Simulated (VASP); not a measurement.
# AlN (rocksalt type) (Fm-3m) in VASP: notebook

AlN (rocksalt type) is run at these levels: PBE; tasks: single point.

Everything below comes from runs of VASP 6.6.1. Logs are shortened: lines on timing, memory, paths and dates and some standing lists are left out, and cuts for length are marked.

**1. The cell of the first run**

It takes space group Fm-3m (No. 225, cubic). The conventional cell has a = 3.973 Å, b = 3.973 Å, c = 3.973 Å, α = 90.00°, β = 90.00°, γ = 90.00°. Al (site symmetry m-3m) has 6 N at 1.99 Å within 2.6 Å. N (site symmetry m-3m) has 6 Al at 1.99 Å within 2.6 Å.

**2. Single point, PBE (volume scaled by 0.93, to set the pressure)**

File INCAR:

```
PREC     = Accurate       # precision mode
ENCUT    = 520            # plane-wave cutoff, eV
EDIFF    = 1E-7           # SCF threshold, eV
ISMEAR   = -1             # smearing method
SIGMA    = 0.08           # smearing width, eV
LREAL    = False          # projectors in reciprocal space
LASPH    = True           # aspherical terms in the spheres
NELM     = 60             # most SCF steps
ALGO     = Normal         # electronic algorithm
ISIF     = 2              # what is computed and relaxed
LWAVE    = False          # write WAVECAR
LCHARG   = False          # write CHGCAR
GGA      = PE             # functional
NBANDS   = 11             # bands
```

File KPOINTS:

```
regular mesh
0
Gamma
  16 16 16
```

File POSCAR:

```
AlN
1.0
    0.0000000000      1.9866355153      1.9866355153
    1.9866355153      0.0000000000      1.9866355153
    1.9866355153      1.9866355153      0.0000000000
Al N
1 1
Direct
    0.0000000000      0.0000000000      0.0000000000
    0.5000000000      0.5000000000      0.5000000000
```

Potentials or basis: VASP PAW PBE potentials, release 64 (Al, N).

The run is started by

```bash
$ cat potpaw_PBE.64/Al/POTCAR potpaw_PBE.64/N/POTCAR > POTCAR
$ mpirun -np 1 vasp_std > vasp.out
```

OUTCAR:

```text
PREC = Accurate
   ENCUT = 520
   EDIFF = 1E-7
   ISMEAR = -1
   LREAL = False
   LASPH = True
   NELM = 60
   ISIF = 2
   GGA = PE

 ion  position               nearest neighbor table
   1  0.000  0.000  0.000-   2 1.99   2 1.99   2 1.99   2 1.99   2 1.99   2 1.99
   2  0.500  0.500  0.500-   1 1.99   1 1.99   1 1.99   1 1.99   1 1.99   1 1.99

  LATTYP: Found a face centered cubic cell.
 ALAT       =     3.9732710306

  Lattice vectors:

 A1 = (   0.0000000000,   1.9866355153,   1.9866355153)
 A2 = (   1.9866355153,   0.0000000000,   1.9866355153)
 A3 = (   1.9866355153,   1.9866355153,   0.0000000000)

Analysis of symmetry for initial positions (statically):
=====================================================================
 Subroutine PRICEL returns:
 Original cell was already a primitive cell.

 Routine SETGRP: Setting up the symmetry group for a
 face centered cubic supercell.

 Subroutine GETGRP returns: Found 48 space group operations
 (whereof 48 operations were pure point group operations)
 out of a pool of 48 trial point group operations.

The static configuration has the point symmetry O_h .

Analysis of symmetry for dynamics (positions and initial velocities):
=====================================================================
 Subroutine PRICEL returns:
 Original cell was already a primitive cell.

 Routine SETGRP: Setting up the symmetry group for a
 face centered cubic supercell.

 Subroutine GETGRP returns: Found 48 space group operations
 (whereof 48 operations were pure point group operations)
 out of a pool of 48 trial point group operations.

The dynamic configuration has the point symmetry O_h .

 Subroutine INISYM returns: Found 48 space group operations
 (whereof 48 operations are pure point group operations),
 and found     1 'primitive' translations

----------------------------------------------------------------------------------------

                                     Primitive cell

  volume of cell :      15.6814

  direct lattice vectors                    reciprocal lattice vectors
     0.000000000  1.986635515  1.986635515    -0.251681799  0.251681799  0.251681799
     1.986635515  0.000000000  1.986635515     0.251681799 -0.251681799  0.251681799
     1.986635515  1.986635515  0.000000000     0.251681799  0.251681799 -0.251681799

  length of vectors
     2.809526889  2.809526889  2.809526889     0.435925663  0.435925663  0.435925663

  position of ions in fractional coordinates (direct lattice)
     0.000000000  0.000000000  0.000000000
     0.500000000  0.500000000  0.500000000

  ion indices of the primitive-cell ions
   primitive index   ion index
                 1           1
                 2           2

----------------------------------------------------------------------------------------

 KPOINTS: regular mesh

Automatic generation of k-mesh.
 Grid dimensions read from file:
 generate k-points for:   16   16   16

 Generating k-lattice:

  Cartesian coordinates                     Fractional coordinates (reciprocal lattice)
    -0.015730112  0.015730112  0.015730112     0.062500000  0.000000000  0.000000000
     0.015730112 -0.015730112  0.015730112     0.000000000  0.062500000  0.000000000
     0.015730112  0.015730112 -0.015730112     0.000000000  0.000000000  0.062500000

  Length of vectors
     0.027245354  0.027245354  0.027245354

  Shift w.r.t. Gamma in fractional coordinates (k-lattice)
     0.000000000  0.000000000  0.000000000

 Subroutine IBZKPT returns following result:
 ===========================================

 Found    145 irreducible k-points:

 Following reciprocal coordinates:
            Coordinates               Weight
  0.000000  0.000000  0.000000      1.000000
  0.062500  0.000000  0.000000      8.000000
  0.125000  0.000000  0.000000      8.000000
  0.187500  0.000000  0.000000      8.000000
  0.250000  0.000000  0.000000      8.000000
  0.312500  0.000000  0.000000      8.000000
[... 16 lines left out ...]
 -0.125000  0.062500  0.000000     24.000000
 -0.062500  0.062500  0.000000     12.000000
 [... further k-points ...]
   k-points           NKPTS =    145   k-points in BZ     NKDIM =    145   number of bands    NBANDS=     11
   number of dos      NEDOS =    301   number of ions     NIONS =      2
   total plane-waves  NPLWV =  13824
   dimension x,y,z NGX =    24 NGY =   24 NGZ =   24
   dimension x,y,z NGXF=    48 NGYF=   48 NGZF=   48
   ions per type =               1   1
   NGX,Y,Z   is equivalent  to a cutoff of  14.20, 14.20, 14.20 a.u.
   NGXF,Y,Z  is equivalent  to a cutoff of  28.40, 28.40, 28.40 a.u.
 SYSTEM =  unknown system
   PREC   = accura    normal or accurate (medium, high low for compatibility)
   ISTART =      0    job   : 0-new  1-cont  2-samecut
   ICHARG =      2    charge: 1-file 2-atom 10-const
   ISPIN  =      1    spin polarized calculation?
   LNONCOLLINEAR =      F non collinear calculations
   LSORBIT =      F    spin-orbit coupling
   LASPH  =      T    aspherical Exc in radial PAW
   ENCUT  =  520.0 eV  38.22 Ry    6.18 a.u.   5.22  5.22  5.22*2*pi/ulx,y,z
   NELM   =     60;   NELMIN=  2; NELMDL= -5     # of ELM steps
   EDIFF  = 0.1E-06   stopping-criterion for ELM
   LREAL  =      F    real-space projection
   EDIFFG = 0.1E-05   stopping-criterion for IOM
   NSW    =      0    number of steps for IOM
   IBRION =     -1    ionic relax: 0-MD 1-quasi-New 2-CG
   NFREE  =      0    steps in history (QN), initial steepest desc. (CG)
   ISIF   =      2    stress and relaxation
   ISYM   =      2    0-nonsym 1-usesym 2-fastsym
   POTIM  = 0.5000    time-step for ionic-motion
   TEBEG  =    0.0;   TEEND  =   0.0 temperature during run
   PSTRESS=    0.0 pullay stress
   NELECT =       8.0000    total number of electrons
   NUPDOWN=      -1.0000    fix difference up-down
   EMIN   =  10.00;   EMAX   =-10.00  energy-range for DOS
   EFERMI =   0.00;   METHOD = LEGACY
   ISMEAR =    -1;   SIGMA  =   0.08  broadening in eV -4-tet -1-fermi 0-gaus
   EFERMI_NEDOS =   21; number of points for ismear=-14 and -15
   IALGO  =     38    algorithm
   IMIX   =      4    mixing-type and parameters
     AMIX     =   0.40;   BMIX     =  1.00
     AMIX_MAG =   1.60;   BMIX_MAG =  1.00
  volume/ion in A,a.u.               =       7.84        52.91
  Fermi-wavevector in a.u.,A,eV,Ry     =   1.308107  2.471964 23.281530  1.711144
  Thomas-Fermi vector in A             =   2.438796
   LORBIT       =      0    0 simple, 1 ext, 2 COOP (PROOUT), +10 PAW based schemes
   GGA     = PE    functional components
   LHFCALC =     F    Hartree Fock is set to
   AEXX    =    0.0000 exact exchange contribution
   IVDW    =     0    specifies the selected vdW correction
   LEPSILON=     F    determine dielectric tensor
   LRPA    =     F    only Hartree local field effects (RPA)
 non-spin polarized calculation
  energy-cutoff  :      520.00
  volume of cell :       15.68
 maximum number of plane-waves:       444
 NGX is ok and might be reduce to    24
   NGX = 11   NGY = 11   NGZ = 11

 number of electron       8.0000000 magnetization

 Free energy of the ion-electron system (eV)
  ---------------------------------------------------
  ext. energy  EPLUGINS =         0.00000000
  ---------------------------------------------------
  free energy    TOTEN  =       -14.47407634 eV

  energy without entropy =      -14.47407634  energy(sigma->0) =      -14.47407634

 E-fermi :  12.2244     XC(G=0): -12.5329

 val. band max:       10.6575504799   @ k =   0.0000   0.0000   0.0000
 cond. band min:      15.7810624348   @ k =   0.5000   0.5000   0.0000
 fundamental gap:      5.1235119550
 Fermi energy:        12.2243677289

 k-point     1 :       0.0000    0.0000    0.0000
  band No.  band energies     occupation
      1      -7.3804      2.00000
      2      10.6575      2.00000
      3      10.6575      2.00000
      4      10.6576      2.00000
      5      17.1133      0.00000
      6      22.9930      0.00000
      7      22.9930      0.00000
      8      22.9930      0.00000
      9      28.2777      0.00000
     10      28.8365      0.00000
     11      28.8365      0.00000

 k-point     2 :       0.0625    0.0000    0.0000
  band No.  band energies     occupation
      1      -7.2959      2.00000
      2      10.2285      2.00000
      3      10.6033      2.00000
      4      10.6033      2.00000
      5      17.3811      0.00000
      6      22.5435      0.00000
      7      23.1316      0.00000
      8      23.1316      0.00000
      9      28.0276      0.00000
     10      28.0276      0.00000
     11      29.0437      0.00000

 k-point     3 :       0.1250    0.0000    0.0000
  band No.  band energies     occupation
      1      -7.0449      2.00000
      2       9.1446      2.00000
      3      10.4541      2.00000
      4      10.4541      2.00000
      5      17.9145      0.00000
      6      21.8529      0.00000
      7      23.4589      0.00000
      8      23.4589      0.00000
      9      27.0578      0.00000
     10      27.0578      0.00000
     11      29.5947      0.00000

 k-point     4 :       0.1875    0.0000    0.0000
  band No.  band energies     occupation
      1      -6.6360      2.00000
      2       7.7288      2.00000
      3      10.2440      2.00000
      4      10.2440      2.00000
      5      18.1873      0.00000
      6      21.7076      0.00000
      7      23.6404      0.00000
      8      23.6404      0.00000
      9      26.7087      0.00000
     10      26.7087      0.00000
     11      29.1656      0.00000
[... 239 lines left out ...]
 k-point    22 :      -0.1875    0.0625    0.0000
  band No.  band energies     occupation
      1      -6.3966      2.00000
      2       7.2032      2.00000
      3       9.7049      2.00000
      4      10.2936      2.00000
      5      18.4460      0.00000
      6      21.4846      0.00000
      7      23.5769      0.00000
      8      23.6778      0.00000
      9      25.7558      0.00000
     10      27.8106      0.00000
     11      29.6396      0.00000

 k-point    23 :      -0.1250    0.0625    0.0000
  band No.  band energies     occupation
      1      -6.8523      2.00000
      2       8.6052      2.00000
      3      10.0007      2.00000
      4      10.4867      2.00000
      5      18.2799      0.00000
      6      21.3932      0.00000
      7      23.6379      0.00000
      8      23.7402      0.00000
      9      25.8346      0.00000
     10      27.5522      0.00000
     11      30.0923      0.00000

 k-point    24 :      -0.0625    0.0625    0.0000
  band No.  band energies     occupation
      1      -7.1559      2.00000
      2       9.6987      2.00000
      3      10.3224      2.00000
      4      10.5991      2.00000
      5      17.7558      0.00000
      6      21.9559      0.00000
      7      23.2843      0.00000
      8      23.4772      0.00000
      9      26.7768      0.00000
     10      27.9434      0.00000
     11      29.8860      0.00000

 [... further k-points ...]
[... 5 lines left out ...]
  --------------------------------------------------------------------------------------
  -------------------------------------------------------------------------------------
  Total        2.0339862      2.0339862      2.0339862      0.0000000      0.0000000      0.0000000
  in kB      207.8136189    207.8136189    207.8136189      0.0000000      0.0000000      0.0000000
  external PRESSURE =     207.8136189 kB  Pullay stress =       0.0000000 kB

 VOLUME and BASIS-vectors are now :
 -----------------------------------------------------------------------------
  energy-cutoff  :      520.00
  volume of cell :       15.68
      direct lattice vectors                 reciprocal lattice vectors
     0.000000000  1.986635515  1.986635515    -0.251681799  0.251681799  0.251681799
     1.986635515  0.000000000  1.986635515     0.251681799 -0.251681799  0.251681799
     1.986635515  1.986635515  0.000000000     0.251681799  0.251681799 -0.251681799

 POSITION                                       TOTAL-FORCE (eV/Angst)
 -----------------------------------------------------------------------------------
      0.00000      0.00000      0.00000         0.000000     -0.000000      0.000000
      1.98664      1.98664      1.98664         0.000000      0.000000     -0.000000
 -----------------------------------------------------------------------------------
    total drift:                               -0.000000     -0.000000      0.000000

  FREE ENERGIE OF THE ION-ELECTRON SYSTEM (eV)
  ---------------------------------------------------
  free  energy   TOTEN  =       -14.4740763363 eV

  energy  without entropy=      -14.4740763362  energy(sigma->0) =      -14.47407634
```

Wall time 9 s (1 thread of Intel Xeon 6975P-C (Granite Rapids), shared host); peak memory 0.15 GiB.

What came out:

```
Free energy            : -14.4741 eV
Pressure               : 20.8 GPa
Band gap on the k mesh : 5.12 eV, indirect (least direct gap 6.46 eV)
```

Caveat: the cell differs from its parent crystal (volume scaled by 0.93, to set the pressure). A k mesh can miss the band edges.

**3. Single point, PBE**

File INCAR:

```
ALGO     = Normal         # electronic algorithm
EDIFF    = 1E-6           # SCF threshold, eV
ENCUT    = 520            # plane-wave cutoff, eV
GGA      = PE             # functional
ISIF     = 2              # what is computed and relaxed
ISMEAR   = -1             # smearing method
LASPH    = T              # aspherical terms in the spheres
LCHARG   = F              # write CHGCAR
LREAL    = F              # projectors in reciprocal space
LWAVE    = F              # write WAVECAR
NBANDS   = 11             # bands
NELM     = 100            # most SCF steps
PREC     = Accurate       # precision mode
SIGMA    = 0.08           # smearing width, eV
```

File KPOINTS:

```
k-points
0
Gamma
  16 16 16
```

File POSCAR:

```
AlN
1.0
    0.0000000000      1.9868492523      1.9868492523
    1.9868492523      0.0000000000      1.9868492523
    1.9868492523      1.9868492523      0.0000000000
Al N
1 1
Direct
    0.0000000000      0.0000000000      0.0000000000
    0.5000000000      0.5000000000      0.5000000000
```

Potentials or basis: VASP PAW PBE potentials, release 64 (Al, N).

The run is started by

```bash
$ cat potpaw_PBE.64/Al/POTCAR potpaw_PBE.64/N/POTCAR > POTCAR
$ mpirun -np 1 vasp_std > vasp.out
```

Wall time 8.1 s (1 thread of Intel Xeon 6975P-C (Granite Rapids), shared host); peak memory 0.15 GiB.

It converged, with:

| Item | Value |
| --- | --- |
| Free energy | -14.4747 eV |
| Pressure | 20.7 GPa |
| Band gap on the k mesh | 5.12 eV, indirect (least direct gap 6.45 eV) |

Levels at points of the mesh, in eV from the valence-band top:
| k point | band 1 | band 2 | band 3 | band 4 | band 5 | band 6 | band 7 | band 8 | band 9 |
| --- | --- | --- | --- | --- | --- | --- | --- | --- | --- |
| (0.00, 0.00, 0.00) | -18.04 | 0.00 | 0.00 | 0.00 | 6.45 | 12.33 | 12.33 | 12.33 | 17.62 |
| (0.50, 0.00, 0.00) | -14.56 | -8.64 | -1.18 | -1.18 | 6.47 | 11.43 | 11.43 | 14.09 | 16.69 |
| (0.50, 0.50, 0.00) | -13.51 | -7.74 | -2.93 | -2.93 | 5.12 | 5.21 | 14.70 | 18.09 | 18.09 |

A k mesh can miss the band edges.

(Continued in part 2 of 2.)
